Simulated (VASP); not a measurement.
KCl: single point with PBE

Crystal: KCl.

```
K Cl
1.0
     3.77081    0.00000    0.00000
     0.00000    3.87224    0.00000
     0.00000    0.00000    3.77081
K Cl
1 1
Cartesian
  0.0000 0.0000 0.0000
  1.8854 1.9361 1.8854
```

This cell differs from its parent crystal: uniaxial y strain +2.7%.

```json
{
 "Program": "VASP 6.6.1",
 "Task": "single point",
 "Functional": "PBE",
 "Potentials or basis": "VASP PAW PBE potentials, release 64 (K_sv, Cl)",
 "Cutoff": "520 eV",
 "k mesh": "4 × 4 × 4",
 "Occupations": "gaussian, width 0.01 eV",
 "Spin": "no spin polarisation",
 "Dipole correction": "no",
 "Further INCAR settings": "ALGO = Normal; EDIFF = 1e-06; NBANDS = 15"
}
```

```
Pressure               : 0.5 GPa
Band gap on the k mesh : 4.86 eV, indirect (least direct gap 5.06 eV)
```

Stress tensor (GPa, compression positive):
```
 0.92  0.00  0.00
 0.00 -0.27  0.00
 0.00  0.00  0.92
```

Levels at points of the mesh, in eV from the valence-band top:
```
           k point  band 5  band 6  band 7  band 8  band 9  band 10  band 11  band 12
(0.00, 0.00, 0.00)  -11.44   -0.34   -0.20   -0.20    4.86     6.45     6.55    10.61
(0.50, 0.00, 0.00)  -11.30   -1.87   -0.36   -0.20    7.79     7.88     8.43    10.10
(0.00, 0.50, 0.00)  -11.26   -1.86   -0.23   -0.23    7.79     7.83     8.22    10.14
(0.50, 0.50, 0.00)  -11.39   -1.31   -1.25    0.00    6.13     7.34     8.96     9.05
(0.50, 0.00, 0.50)  -11.39   -1.27   -1.27   -0.12    6.21     7.13     8.76     8.76
(0.50, 0.50, 0.50)  -11.60   -1.43   -1.43   -1.38    8.80     8.88     8.88     9.80
```

Wall time 11 s on 1 thread of Intel(R) Xeon(R) Platinum 8259CL CPU @ 2.50GHz (Skylake/Cascade Lake), on a shared host, peak memory 0.16 GiB.

Caveat: the cell differs from its parent crystal (uniaxial y strain +2.7%). A k mesh can miss the band edges.
